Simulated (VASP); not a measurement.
Br:

```
Br
1.0
     3.36325   -2.32255    0.00000
     3.36325    2.32255    0.00000
     0.00000    0.00000    8.70230
Br
4
Cartesian
  3.3632 0.6266 3.3948
  3.3632 1.6959 7.7459
  3.3632 -0.6266 5.3075
  3.3632 -1.6959 0.9564
```

Base run:

```yaml
Program: VASP 6.6.1
Functional: PBEsol
Potentials_or_basis: VASP PAW PBE potentials, release 64 (Br)
Cutoff: 520 eV
k_mesh: 5 × 5 × 3
Occupations: fermi-dirac, width 0.05 eV
Spin: non-collinear spin, zero start, spin-orbit coupling
Starting_moments: "[[0.0, 0.0, 0.0], [0.0, 0.0, 0.0], [0.0, 0.0, 0.0], [0.0, 0.0, 0.0]] μB"
```

Its results: pressure 0.2 GPa; net moment 0.00 μB per cell; largest force 0.793 eV/Å.

Problem. The run is repeated on the same cell with these changes: functional from PBEsol to PBE. What comes out?

Solution. Pressure 1.9 GPa; net moment 0.00 μB per cell; largest force 0.926 eV/Å.

PBE binds less tightly than PBEsol, so the same cell stands under more pressure.

Caveats: this functional lacks dispersion, which holds the molecules together, so the pressure and a relaxed volume are unreliable; the PAW data sets were made with another functional, which shifts forces and pressure a little (at least some runs).
